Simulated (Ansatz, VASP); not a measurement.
# One calculation of Ta, two programs

```
CELL_PARAMETERS angstrom
-1.70372 1.70372 1.58105
1.70372 -1.70372 1.58105
1.70372 1.70372 -1.58105
ATOMIC_POSITIONS crystal
Ta 0.00000 0.00000 0.00000
```

Alike in both runs: task single point; functional PBEsol; k mesh 22 × 22 × 22; occupations gaussian, width 0.15 eV; no spin polarisation.

|  | VASP | Ansatz |
| --- | --- | --- |
| version | VASP 6.6.1 | Ansatz 0.2.0 |
| potentials or method | VASP PAW PBE potentials, release 64 (Ta_pv), cutoff 520 eV | scalar-relativistic, plane waves, PAW |
| valence electrons in the cell | 11 | 13 |

VASP gave:

- gap on the k mesh at the Fermi level (eV): none
- pressure (GPa): -6.8
- traceless stress, the component that is largest in VASP (GPa): 4.15

Task: What did Ansatz give for the same quantities?

Result: gap on the k mesh at the Fermi level (eV): none; pressure (GPa): -7.0; traceless stress, the component that is largest in VASP (GPa): 4.16.

VASP's potentials were made for PBE, not for PBEsol, and Ansatz warns of the same on its side. A gap of «none» marks a metal or a gap that the smearing closes. The functional is the same, so the differences come from potentials, cutoffs and numerics. VASP's potentials hold 11 valence electrons a cell and Ansatz's 13, so a difference there can come from the potentials and not from the codes.

Spin-orbit coupling is off throughout.
